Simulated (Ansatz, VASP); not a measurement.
YHg2: VASP beside Ansatz

```
Y Hg
1.0
     4.73898    0.00000    0.00000
    -2.36949    4.10408    0.00000
     0.00000    0.00000    3.51227
Y Hg
1 2
Direct
  0.00000 0.00000 0.00000
  0.33333 0.66667 0.50000
  0.66667 0.33333 0.50000
```

Change from the starting cell: volume scaled by 0.98, crystal datasets.

Alike in both runs: task electric field gradients; functional PBEsol; k mesh 10 × 10 × 12; occupations fermi-dirac, width 0.03 eV; no spin polarisation.

|  | VASP | Ansatz |
| --- | --- | --- |
| version | VASP 6.6.1 | Ansatz 0.2.0 |
| potentials or method | VASP PAW PBE potentials, release 64 (Y_sv, Hg), cutoff 520 eV | all-electron PAW with datasets made for the crystal, scalar-relativistic |

```csv
,VASP,Ansatz,Ansatz less VASP
pressure (GPa),2.6,2.2,-0.42
"traceless stress, the component that is largest in VASP (GPa)",-3.04,-2.72,+0.323
size of Vzz on the site where it differs most (V/Å²),372.7,320.6,-52.08
```

VASP's potentials were made for PBE, not for PBEsol. Ansatz ran all-electron here, and VASP with PAW potentials.

Spin-orbit coupling is off throughout.
